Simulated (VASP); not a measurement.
A run of VASP 6.6.1 is set up as follows.

The input INCAR:

```
SYSTEM = Ag
PREC = Accurate ; ENCUT = 520
EDIFF = 1E-7 ; ISMEAR = 0
SIGMA = 0.1 ; LREAL = .False.
LASPH = .True. ; NELM = 100
ALGO = Fast ; ISIF = 2
LWAVE = .False. ; LCHARG = .False.
GGA = PE ; NBANDS = 18
```

The input KPOINTS:

```
regular mesh
0
Gamma
  18 18 12
  0 0 0
```

The input POSCAR:

```
Ag
1.0
    2.0426428760      2.0426428760      0.0000000000
   -2.0426428760      2.0426428760      0.0000000000
    0.0000000000      0.0000000000      4.0852857520
Ag
2
Direct
    0.0000000000      0.0000000000      0.0000000000
    0.5000000000      0.5000000000      0.5000000000
```

Potentials or basis: VASP PAW PBE potentials, release 64 (Ag).

The run is started by

```sh
$ cat potpaw_PBE.64/Ag/POTCAR > POTCAR
$ mpirun -np 1 vasp_std > vasp.out
```

Task: Predict the pressure.

Result: 4.7 GPa.

Task: Estimate the band gap on the k mesh.

Result: Zero (bands 11 and 12 overlap by 9.36 eV).

Caveat: the cell differs from its parent crystal (equal strain along all axes, cell held: -1.5 %); the cell stands under pressure.
